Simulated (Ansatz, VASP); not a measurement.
# Au: VASP beside Ansatz

```
Au
1.0
     1.41131   -2.55593    0.00000
     1.41131    2.55593    0.00000
     0.00000    0.00000    4.89317
Au
2
Cartesian
  1.4113 -0.8451 1.2233
  1.4113 0.8451 3.6699
```

Alike in both runs: task relaxation of cell and atoms; functional PBEsol; k mesh 8 × 8 × 4; occupations gaussian, width 0.1 eV; no spin polarisation.

|  | VASP | Ansatz |
| --- | --- | --- |
| version | VASP 6.6.1 | Ansatz 0.2.0 |
| potentials or method | VASP PAW PBE potentials, release 64 (Au), cutoff 600 eV | scalar-relativistic, plane waves, PAW |
| valence electrons in the cell | 22 | 38 |

VASP gave:

| Quantity | Value |
| --- | --- |
| gap on the k mesh at the Fermi level, each at its own relaxed structure (eV) | none |
| relaxed volume (Å³/atom) | 17.13 |
| relaxed cell length with the largest relative difference (Å) | 4.751 |

Problem. What did Ansatz give for the same quantities?

Solution. gap on the k mesh at the Fermi level, each at its own relaxed structure (eV): none; relaxed volume (Å³/atom): 17.09; relaxed cell length with the largest relative difference (Å): 4.719.

VASP's potentials were made for PBE, not for PBEsol. A gap of «none» marks a metal or a gap that the smearing closes. VASP's potentials hold 22 valence electrons a cell and Ansatz's 38, so a difference there can come from the potentials and not from the codes.

Spin-orbit coupling is off throughout.
